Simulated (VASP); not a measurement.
# Na (Im-3m) in VASP: further runs, part 2 of 2

VASP 6.6.1.

### Step 4. Single point, PBE

This run uses another cell than the first one, of 36.70 Å³/atom, 1.078 times its volume.

INCAR reads:

```
PREC = Accurate
ENCUT = 520
EDIFF = 1E-6
ISMEAR = -1
SIGMA = 0.05
LREAL = F
LASPH = T
NELM = 80
ALGO = Normal
ISIF = 2
LWAVE = F
LCHARG = T
GGA = PE
LELF = T
LVHAR = T
NBANDS = 10
```

KPOINTS reads:

```
regular mesh
0
Gamma
  9 9 9
```

POSCAR reads:

```
Na
1.0
   -2.0935213250      2.0935213250      2.0935213250
    2.0935213250     -2.0935213250      2.0935213250
    2.0935213250      2.0935213250     -2.0935213250
Na
1
Direct
    0.0000000000      0.0000000000      0.0000000000
```

Run with:

```sh
$ cat potpaw_PBE.64/Na_pv/POTCAR > POTCAR
$ mpirun -np 1 vasp_std > vasp.out
```

Run time: 11 s. Hardware: 1 thread of AMD EPYC 7R13 (Zen 3), shared host; peak memory 0.12 GiB.

Results (log left out):

```
Free energy : -1.3178 eV
Pressure    : 0.0 GPa
```

Levels at points of the mesh, in eV from the Fermi level:
```
           k point  band 1  band 2  band 3  band 4  band 5  band 6
(0.00, 0.00, 0.00)  -24.88  -24.88  -24.88   -3.29   11.81   11.81
```

### Step 5. Single point, PBE+D4

This run uses another cell than the first one, of 36.65 Å³/atom, 1.076 times its volume.

INCAR reads:

```
PREC = Accurate
ENCUT = 520
EDIFF = 1E-6
ISMEAR = -1
SIGMA = 0.05
LREAL = False
LASPH = True
NELM = 80
ALGO = Normal
ISIF = 2
LWAVE = False
LCHARG = False
GGA = PE
IVDW = 13
NBANDS = 10
```

KPOINTS is that of step 4.

POSCAR reads:

```
Na
1.0
   -2.0924823711      2.0924823711      2.0924823711
    2.0924823711     -2.0924823711      2.0924823711
    2.0924823711      2.0924823711     -2.0924823711
Na
1
Direct
    0.0000000000      0.0000000000      0.0000000000
```

Potentials or basis: VASP PAW PBE potentials, release 64 (Na_pv).

Run with:

```sh
$ cat potpaw_PBE.64/Na_pv/POTCAR > POTCAR
$ mpirun -np 1 vasp_std > vasp.out
```

OUTCAR:

```text
PREC = Accurate
   ENCUT = 520
   EDIFF = 1E-6
   ISMEAR = -1
   LREAL = False
   LASPH = True
   NELM = 80
   ISIF = 2
   GGA = PE
   IVDW = 13

 ion  position               nearest neighbor table
   1  0.000  0.000  0.000-

  LATTYP: Found a body centered cubic cell.
 ALAT       =     4.1849647422

  Lattice vectors:

 A1 = (  -2.0924823711,   2.0924823711,   2.0924823711)
[... 489 lines left out ...]
      8      11.0292      0.00000
      9      12.3899      0.00000
     10      13.4214      0.00000

 [... further k-points ...]

------------------------ aborting loop because EDIFF is reached ----------------------------------------

  DFT-D4 for vdW energy calculation

  Edisp (eV):   -0.01395

  FORCE on cell =-STRESS in cart. coord.  units (eV):
  Direction    XX          YY          ZZ          XY          YZ          ZX
  --------------------------------------------------------------------------------------
  -------------------------------------------------------------------------------------
  Total      -0.00640    -0.00640    -0.00640    -0.00000     0.00000    -0.00000
  in kB      -0.28000    -0.28000    -0.28000    -0.00000     0.00000    -0.00000
  external pressure =       -0.28 kB  Pullay stress =        0.00 kB

 VOLUME and BASIS-vectors are now :
 -----------------------------------------------------------------------------
  energy-cutoff  :      520.00
  volume of cell :       36.65
      direct lattice vectors                 reciprocal lattice vectors
    -2.092482371  2.092482371  2.092482371     0.000000000  0.238950639  0.238950639
     2.092482371 -2.092482371  2.092482371     0.238950639  0.000000000  0.238950639
     2.092482371  2.092482371 -2.092482371     0.238950639  0.238950639  0.000000000

 POSITION                                       TOTAL-FORCE (eV/Angst)
 -----------------------------------------------------------------------------------
      0.00000      0.00000      0.00000         0.000000      0.000000     -0.000000
 -----------------------------------------------------------------------------------
    total drift:                                0.000000     -0.000000      0.000000

  FREE ENERGIE OF THE ION-ELECTRON SYSTEM (eV)
  ---------------------------------------------------
  free  energy   TOTEN  =        -1.3316955862 eV

  energy  without entropy=       -1.3285248135  energy(sigma->0) =       -1.33011020
```

OSZICAR:

```text
N       E                     dE             d eps       ncg     rms          rms(c)
DAV:   1     0.271244628284E+02    0.27124E+02   -0.39202E+03   702   0.613E+02
DAV:   2    -0.759289718301E+00   -0.27884E+02   -0.27736E+02   742   0.145E+02
DAV:   3    -0.131366111182E+01   -0.55437E+00   -0.55408E+00   866   0.226E+01
DAV:   4    -0.131838776077E+01   -0.47266E-02   -0.47264E-02   834   0.209E+00
DAV:   5    -0.131846200636E+01   -0.74246E-04   -0.74245E-04   830   0.257E-01    0.205E-01
DAV:   6    -0.131804355615E+01    0.41845E-03   -0.48857E-04   834   0.264E-01    0.138E-01
DAV:   7    -0.131775484416E+01    0.28871E-03   -0.99405E-04   820   0.315E-01    0.161E-02
DAV:   8    -0.131774784475E+01    0.69994E-05   -0.45881E-05   848   0.112E-01    0.221E-03
DAV:   9    -0.131774801792E+01   -0.17317E-06   -0.21987E-07   518   0.443E-03
   1 F= -.13316956E+01 E0= -.13301102E+01  d E =-.317077E-02
```

stdout:

```text
POSCAR found type information on POSCAR Na
 POSCAR found :  1 types and       1 ions
 scaLAPACK will be used
 LDA part: xc-table for (Slater+PW92), standard interpolation
 POSCAR, INCAR and KPOINTS ok, starting setup
 FFT: planning ... GRIDC
 FFT: planning ... GRID_SOFT
 FFT: planning ... GRID
 WAVECAR not read
 entering main loop
```

It took 9.1 s on 1 thread of AMD EPYC 7R13 (Zen 3), shared host; peak memory 0.12 GiB.

Results:

```yaml
Free_energy: -1.3317 eV
Pressure: 0.0 GPa
Dispersion_energy_per_atom: -0.014 eV
```

Levels at points of the mesh, in eV from the Fermi level:
```tsv
k point	band 1	band 2	band 3	band 4	band 5	band 6	band 7
(0.00, 0.00, 0.00)	-24.88	-24.88	-24.88	-3.29	11.82	11.82	11.82
```

Caveat: pairwise dispersion overbinds metals, which lowers pressure and volume.

### Step 6. The runs side by side

```csv
level,cell,gap on the mesh (eV),pressure (GPa)
PBE+D3(BJ),"a = 3.537 Å, angles 109.5°, 1 atom",none,-0.2
PBE+D3(BJ),"a = 3.544 Å, angles 109.5°, 1 atom",none,-0.1
PBE,"a = 3.626 Å, angles 109.5°, 1 atom",none,0.0
PBE+D4,"a = 3.624 Å, angles 109.5°, 1 atom",none,0.0
```

Alike in all rows: task single point; potentials or basis VASP PAW PBE potentials, release 64 (Na_pv); no spin polarisation; k mesh 9 × 9 × 9; cutoff (eV) 520; smearing fermi-dirac 0.05 eV.

Caveats: pairwise dispersion overbinds metals, which lowers pressure and volume (some runs); three body term missing (some runs).

Absolute energies hang on the potentials; compare differences alone.
